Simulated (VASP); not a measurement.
# Zn8O6F (a cell with a defect) in VASP: single point with PBE

Aim: the single point of Zn8O6F (a cell with a defect) with PBE.

Program: VASP 6.6.1. These are calculated values, not measurements. Logs are shortened: lines on timing, memory, paths and dates and some standing lists are left out, and cuts for length are marked.

## Step 1: The cell of the first run

The cell holds a defect, 15 atoms: a = 6.499 Å, b = 5.628 Å, c = 5.206 Å, α = 90.00°, β = 90.00°, γ = 90.00°.

## Step 2: Single point, PBE

Input file INCAR:

```
PREC = Accurate
ENCUT = 520
EDIFF = 1E-6
ISMEAR = -1
SIGMA = 0.02
LREAL = Auto
LASPH = True
NELM = 60
ALGO = Normal
ISIF = 2
LWAVE = False
LCHARG = False
GGA = PE
NELECT = 138.0
NBANDS = 82
```

Input file KPOINTS:

```
Automatic mesh
0
Gamma
  2 2 2
```

Input file POSCAR:

```
Zn8O6F
1.0
   -3.2493080000     -5.6279670000      0.0000000000
    4.8739620000     -2.8139830000      0.0000000000
    0.0000000000      0.0000000000      5.2057090000
Zn O F
8 6 1
Direct
    0.5024297188      0.3622637815      0.4923613671
    0.4814155827      0.6520860245      0.0713078660
    0.2626694773      0.8306901108      0.4948238559
    0.2556594905      0.1631320531     -0.0055579365
    0.0001991874      0.3237539032      0.4920267345
    0.0228871303      0.6533514901      0.0014088379
    0.7175570996      0.8101357836      0.4478538850
    0.7472782971      0.1946733169      0.0040866672
    0.5000374569      0.3505467850      0.8739042079
    0.2597770756      0.1678063411      0.3788458018
    0.2650654513      0.8271447934      0.8771333549
   -0.0031639520      0.6701130098      0.3799891619
    0.0018907227      0.3282006590      0.8744726223
    0.7423852541      0.1558588978      0.3804394368
    0.7487080300      0.8304555907      0.8691123534
```

Potentials or basis: VASP PAW PBE potentials, release 64 (Zn, O, F).

Launch:

```
cat potpaw_PBE.64/Zn/POTCAR potpaw_PBE.64/O/POTCAR potpaw_PBE.64/F/POTCAR > POTCAR
mpirun -np 1 vasp_std > vasp.out
```

OUTCAR:

```text
PREC = Accurate
   ENCUT = 520
   EDIFF = 1E-6
   ISMEAR = -1
   LREAL = Auto
   LASPH = True
   NELM = 60
   ISIF = 2
   GGA = PE
   NELECT = 138.0

 ion  position               nearest neighbor table
   1  0.502  0.362  0.492-   9 1.99  10 2.01  14 2.03   2 2.74   7 2.89
   2  0.481  0.652  0.071-   9 1.99  11 1.99  15 2.27   7 2.64   1 2.74   3 2.81   6 3.00
   3  0.263  0.831  0.495-  11 1.99  10 1.99  12 2.04   2 2.81   7 2.97
   4  0.256  0.163  0.994-  11 1.99  13 1.99  10 2.00   9 2.01
   5  0.000  0.324  0.492-  10 1.99  13 1.99  14 2.01  12 2.03
   6  0.023  0.653  0.001-  13 1.95  11 1.96  12 1.98  15 2.15   2 3.00
   7  0.718  0.810  0.448-  14 1.98  12 2.01  15 2.21   2 2.64   1 2.89   3 2.97
   8  0.747  0.195  0.004-  13 1.94   9 1.95  14 1.97  15 2.17
   9  0.500  0.351  0.874-   8 1.95   1 1.99   2 1.99   4 2.01
  10  0.260  0.168  0.379-   5 1.99   3 1.99   4 2.00   1 2.01
  11  0.265  0.827  0.877-   6 1.96   4 1.99   3 1.99   2 1.99
  12  0.997  0.670  0.380-   6 1.98   7 2.01   5 2.03   3 2.04
  13  0.002  0.328  0.874-   8 1.94   6 1.95   5 1.99   4 1.99
  14  0.742  0.156  0.380-   8 1.97   7 1.98   5 2.01   1 2.03
  15  0.749  0.830  0.869-   6 2.15   8 2.17   7 2.21   2 2.27

  LATTYP: Found a simple orthorhombic cell.
 ALAT       =     5.2057090000
 B/A-ratio  =     1.0811142938
 C/A-ratio  =     1.2483633629

  Lattice vectors:

 A1 = (   0.0000000000,   0.0000000000,  -5.2057090000)
 A2 = (   4.8739620000,  -2.8139830000,   0.0000000000)
 A3 = (  -3.2493080000,  -5.6279670000,   0.0000000000)

Analysis of symmetry for initial positions (statically):
=====================================================================
 Subroutine PRICEL returns:
 Original cell was already a primitive cell.

 Routine SETGRP: Setting up the symmetry group for a
 simple orthorhombic supercell.

 Subroutine GETGRP returns: Found  1 space group operations
 (whereof  1 operations were pure point group operations)
 out of a pool of  8 trial point group operations.

The static configuration has the point symmetry C_1 .

Analysis of symmetry for dynamics (positions and initial velocities):
=====================================================================
 Subroutine PRICEL returns:
 Original cell was already a primitive cell.

 Routine SETGRP: Setting up the symmetry group for a
 simple orthorhombic supercell.

 Subroutine GETGRP returns: Found  1 space group operations
 (whereof  1 operations were pure point group operations)
 out of a pool of  8 trial point group operations.

The dynamic configuration has the point symmetry C_1 .

 Subroutine INISYM returns: Found  1 space group operations
 (whereof  1 operations are pure point group operations),
 and found     1 'primitive' translations

----------------------------------------------------------------------------------------

                                     Primitive cell

  volume of cell :     190.3936

  direct lattice vectors                    reciprocal lattice vectors
    -3.249308000 -5.627967000  0.000000000    -0.076939449 -0.133263047  0.000000000
     4.873962000 -2.813983000  0.000000000     0.153878925 -0.088842032  0.000000000
     0.000000000  0.000000000  5.205709000     0.000000000  0.000000000  0.192096792

  length of vectors
     6.498616394  5.627966409  5.205709000     0.153878909  0.177684074  0.192096792

  position of ions in fractional coordinates (direct lattice)
     0.502429719  0.362263781  0.492361367
     0.481415583  0.652086025  0.071307866
     0.262669477  0.830690111  0.494823856
     0.255659491  0.163132053  0.994442064
     0.000199187  0.323753903  0.492026735
     0.022887130  0.653351490  0.001408838
     0.717557100  0.810135784  0.447853885
     0.747278297  0.194673317  0.004086667
     0.500037457  0.350546785  0.873904208
     0.259777076  0.167806341  0.378845802
     0.265065451  0.827144793  0.877133355
     0.996836048  0.670113010  0.379989162
     0.001890723  0.328200659  0.874472622
     0.742385254  0.155858898  0.380439437
     0.748708030  0.830455591  0.869112353

  ion indices of the primitive-cell ions
   primitive index   ion index
                 1           1
                 2           2
                 3           3
                 4           4
                 5           5
                 6           6
                 7           7
                 8           8
                 9           9
                10          10
                11          11
                12          12
                13          13
                14          14
                15          15

----------------------------------------------------------------------------------------

 KPOINTS: Automatic mesh

Automatic generation of k-mesh.
 Grid dimensions read from file:
 generate k-points for:    2    2    2

 Generating k-lattice:

  Cartesian coordinates                     Fractional coordinates (reciprocal lattice)
    -0.038469724 -0.066631524  0.000000000     0.500000000  0.000000000  0.000000000
     0.076939463 -0.044421016  0.000000000     0.000000000  0.500000000  0.000000000
     0.000000000  0.000000000  0.096048396     0.000000000  0.000000000  0.500000000

  Length of vectors
     0.076939454  0.088842037  0.096048396

  Shift w.r.t. Gamma in fractional coordinates (k-lattice)
     0.000000000  0.000000000  0.000000000

 Subroutine IBZKPT returns following result:
 ===========================================

 Found      8 irreducible k-points:

 Following reciprocal coordinates:
            Coordinates               Weight
  0.000000  0.000000  0.000000      1.000000
  0.500000  0.000000  0.000000      1.000000
 -0.000000  0.500000  0.000000      1.000000
  0.500000  0.500000  0.000000      1.000000
  0.000000  0.000000  0.500000      1.000000
  0.500000  0.000000  0.500000      1.000000
 -0.000000  0.500000  0.500000      1.000000
  0.500000  0.500000  0.500000      1.000000
   k-points           NKPTS =      8   k-points in BZ     NKDIM =      8   number of bands    NBANDS=     82
   number of dos      NEDOS =    301   number of ions     NIONS =     15
   total plane-waves  NPLWV =  80640
   dimension x,y,z NGX =    48 NGY =   42 NGZ =   40
   dimension x,y,z NGXF=    96 NGYF=   84 NGZF=   80
   ions per type =               8   6   1
   NGX,Y,Z   is equivalent  to a cutoff of  12.28, 12.41, 12.77 a.u.
   NGXF,Y,Z  is equivalent  to a cutoff of  24.56, 24.81, 25.55 a.u.
 SYSTEM =  unknown system
   PREC   = accura    normal or accurate (medium, high low for compatibility)
   ISTART =      0    job   : 0-new  1-cont  2-samecut
   ICHARG =      2    charge: 1-file 2-atom 10-const
   ISPIN  =      1    spin polarized calculation?
   LNONCOLLINEAR =      F non collinear calculations
   LSORBIT =      F    spin-orbit coupling
   LASPH  =      T    aspherical Exc in radial PAW
   ENCUT  =  520.0 eV  38.22 Ry    6.18 a.u.  12.08 10.46  9.68*2*pi/ulx,y,z
   NELM   =     60;   NELMIN=  2; NELMDL= -5     # of ELM steps
   EDIFF  = 0.1E-05   stopping-criterion for ELM
   LREAL  =      T    real-space projection
   EDIFFG = 0.1E-04   stopping-criterion for IOM
   NSW    =      0    number of steps for IOM
   IBRION =     -1    ionic relax: 0-MD 1-quasi-New 2-CG
   NFREE  =      0    steps in history (QN), initial steepest desc. (CG)
   ISIF   =      2    stress and relaxation
   ISYM   =      2    0-nonsym 1-usesym 2-fastsym
   POTIM  = 0.5000    time-step for ionic-motion
   TEBEG  =    0.0;   TEEND  =   0.0 temperature during run
   PSTRESS=    0.0 pullay stress
   NELECT =     138.0000    total number of electrons
   NUPDOWN=      -1.0000    fix difference up-down
   EMIN   =  10.00;   EMAX   =-10.00  energy-range for DOS
   EFERMI =   0.00;   METHOD = LEGACY
   ISMEAR =    -1;   SIGMA  =   0.02  broadening in eV -4-tet -1-fermi 0-gaus
   EFERMI_NEDOS =   21; number of points for ismear=-14 and -15
   IALGO  =     38    algorithm
   IMIX   =      4    mixing-type and parameters
     AMIX     =   0.40;   BMIX     =  1.00
     AMIX_MAG =   1.60;   BMIX_MAG =  1.00
  volume/ion in A,a.u.               =      12.69        85.66
  Fermi-wavevector in a.u.,A,eV,Ry     =   1.470563  2.778962 29.423372  2.162557
  Thomas-Fermi vector in A             =   2.585805
   LORBIT       =      0    0 simple, 1 ext, 2 COOP (PROOUT), +10 PAW based schemes
   GGA     = PE    functional components
   LHFCALC =     F    Hartree Fock is set to
   AEXX    =    0.0000 exact exchange contribution
   IVDW    =     0    specifies the selected vdW correction
   LEPSILON=     F    determine dielectric tensor
   LRPA    =     F    only Hartree local field effects (RPA)
 non-spin polarized calculation
  energy-cutoff  :      520.00
  volume of cell :      190.39
 maximum number of plane-waves:      5148
   NGX = 25   NGY = 21   NGZ = 19

 number of electron     138.0000040 magnetization

 Free energy of the ion-electron system (eV)
  ---------------------------------------------------
  ext. energy  EPLUGINS =         0.00000000
  ---------------------------------------------------
  free energy    TOTEN  =       -62.46950270 eV

  energy without entropy =      -62.46950270  energy(sigma->0) =      -62.46950270

 E-fermi :   1.4639     XC(G=0): -10.6417

 val. band max:        0.9159790987   @ k =   0.5000   0.5000   0.0000
 cond. band min:       2.3899551555   @ k =   0.5000   0.0000   0.0000
 fundamental gap:      1.4739760569
 Fermi energy:         1.4639103314

 k-point     1 :       0.0000    0.0000    0.0000
  band No.  band energies     occupation
      1     -22.1222      2.00000
      2     -16.8788      2.00000
      3     -16.4446      2.00000
      4     -16.3823      2.00000
      5     -16.2655      2.00000
      6     -16.1280      2.00000
[... 661 lines left out ...]
     80       9.4442      0.00000
     81       9.6644      0.00000
 [bands above 81 left out]

------------------------ aborting loop because EDIFF is reached ----------------------------------------

  FORCE on cell =-STRESS in cart. coord.  units (eV):
  Direction    XX          YY          ZZ          XY          YZ          ZX
  --------------------------------------------------------------------------------------
  -------------------------------------------------------------------------------------
  Total       -6.2500399     -6.5185328     -5.7625655      0.5078849      0.2972963      0.1620754
  in kB      -52.5945914    -54.8539813    -48.4924549      4.2738926      2.5017720      1.3638778
  external PRESSURE =     -51.9803425 kB  Pullay stress =       0.0000000 kB

 VOLUME and BASIS-vectors are now :
 -----------------------------------------------------------------------------
  energy-cutoff  :      520.00
  volume of cell :      190.39
      direct lattice vectors                 reciprocal lattice vectors
    -3.249308000 -5.627967000  0.000000000    -0.076939449 -0.133263047  0.000000000
     4.873962000 -2.813983000  0.000000000     0.153878925 -0.088842032  0.000000000
     0.000000000  0.000000000  5.205709000     0.000000000  0.000000000  0.192096792

 POSITION                                       TOTAL-FORCE (eV/Angst)
 -----------------------------------------------------------------------------------
      0.13311     -3.84706      2.56309         0.039991     -0.029106     -0.022049
      1.61397     -4.54435      0.37121         0.001363     -0.025239      0.058246
      3.19526     -3.81584      2.57591        -0.031243      0.001083     -0.014572
     -0.03562     -1.89789      5.17678         0.006363     -0.000096     -0.003976
      1.57732     -0.91216      2.56135         0.002190      0.008778     -0.009051
      3.11004     -1.96733      0.00733         0.030602      0.010655     -0.005166
      1.61701     -6.31810      2.33140        -0.007644      0.045678      0.015871
     -1.47931     -4.75347      0.02127        -0.026979      0.024350      0.001308
      0.08378     -3.80063      4.54929         0.005710      0.000966     -0.007171
     -0.02621     -1.93422      1.97216         0.002607     -0.007242     -0.006488
      3.17019     -3.81935      4.56610        -0.000456     -0.016650     -0.008817
      0.02708     -7.49585      1.97811        -0.013168     -0.010833      0.021947
      1.59349     -0.93419      4.55225        -0.013612     -0.004649     -0.008556
     -1.65259     -4.61670      1.98046         0.008247      0.003266      0.009231
      1.61483     -6.55059      4.52435        -0.003971     -0.000961     -0.020758
 -----------------------------------------------------------------------------------
    total drift:                                0.005732      0.010241      0.000734

  FREE ENERGIE OF THE ION-ELECTRON SYSTEM (eV)
  ---------------------------------------------------
  free  energy   TOTEN  =       -62.4695026996 eV

  energy  without entropy=      -62.4695026996  energy(sigma->0) =      -62.46950270
```

Wall time 5 min (1 thread of AMD EPYC 7R13 (Zen 3), shared host); peak memory 0.28 GiB.

Results:

* Free energy: -62.4695 eV
* Largest force: 0.063 eV/Å

Forces in eV/Å, atoms in the order of the input:
```
Zn   0.040 -0.029 -0.022
Zn   0.001 -0.025  0.058
Zn  -0.031  0.001 -0.015
Zn   0.006  0.000 -0.004
Zn   0.002  0.009 -0.009
Zn   0.031  0.011 -0.005
Zn  -0.008  0.046  0.016
Zn  -0.027  0.024  0.001
O    0.006  0.001 -0.007
O    0.003 -0.007 -0.006
O    0.000 -0.017 -0.009
O   -0.013 -0.011  0.022
O   -0.014 -0.005 -0.009
O    0.008  0.003  0.009
F   -0.004 -0.001 -0.021
```

Levels at points of the mesh, in eV from the Fermi level:
```csv
k point,band 67,band 68,band 69,band 70,band 71,band 72
"(0.00, 0.00, 0.00)",-1.19,-1.04,-0.87,2.06,3.10,3.61
"(0.50, 0.00, 0.00)",-1.14,-1.12,-0.58,0.93,3.76,4.03
"(0.00, 0.50, 0.00)",-1.11,-0.92,-0.75,1.52,3.43,3.56
"(0.50, 0.50, 0.00)",-1.33,-1.26,-0.55,2.01,2.18,3.64
"(0.00, 0.00, 0.50)",-1.35,-1.26,-0.99,1.89,3.46,3.93
"(0.50, 0.00, 0.50)",-1.48,-1.45,-0.64,2.03,2.27,3.77
"(0.00, 0.50, 0.50)",-1.47,-1.37,-0.73,2.38,2.79,3.88
"(0.50, 0.50, 0.50)",-1.73,-1.64,-0.58,2.44,2.78,2.96
```

Caveat: the k points lie up to 0.60 Å⁻¹ apart; the cell carries a net charge on a neutralising background, which shifts energy and pressure; the cell is charged against a uniform background, so pressure and absolute levels hang on convention.
